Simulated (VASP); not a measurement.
Input of a VASP 6.6.1 run:

Contents of INCAR:

```
SYSTEM = Al3Au
PREC = Accurate
ENCUT = 520
EDIFF = 1E-6
ISMEAR = -1
SIGMA = 0.05
LREAL = .False.
LASPH = .True.
NELM = 60
ALGO = Fast
ISIF = 2
LWAVE = .False.
LCHARG = .False.
GGA = PS
NBANDS = 18
```

The input KPOINTS:

```
Automatic mesh
0
Gamma
  9 9 9
  0 0 0
```

File POSCAR:

```
Al3Au
1.0
   -1.9979602797      1.9979602797      4.0017743603
    1.9979602797     -1.9979602797      4.0017743603
    1.9979602797      1.9979602797     -4.0017743603
Au Al
1 3
Direct
    0.0000000000      0.0000000000      0.0000000000
    0.5000000000      0.5000000000      0.0000000000
    0.2500000000      0.7500000000      0.5000000000
    0.7500000000      0.2500000000      0.5000000000
```

Potentials or basis: VASP PAW PBE potentials, release 64 (Au, Al).

Launch:

```sh
$ cat potpaw_PBE.64/Au/POTCAR potpaw_PBE.64/Al/POTCAR > POTCAR
$ mpirun -np 1 vasp_std > vasp.out
```

What does it give for the band gap on the k mesh?

Zero (band 10 reaches 10.87 eV, above the bottom of band 11 at 7.75 eV).

Estimate the pressure.

1.4 GPa.

Stress tensor (GPa, compression positive):
```
1.55 0.00 0.00
0.00 1.55 0.00
0.00 0.00 1.04
```

Caveat: the PAW data sets were made with another functional, which shifts forces and pressure a little; spin-orbit coupling is left out, which moves the levels of the heavy elements.
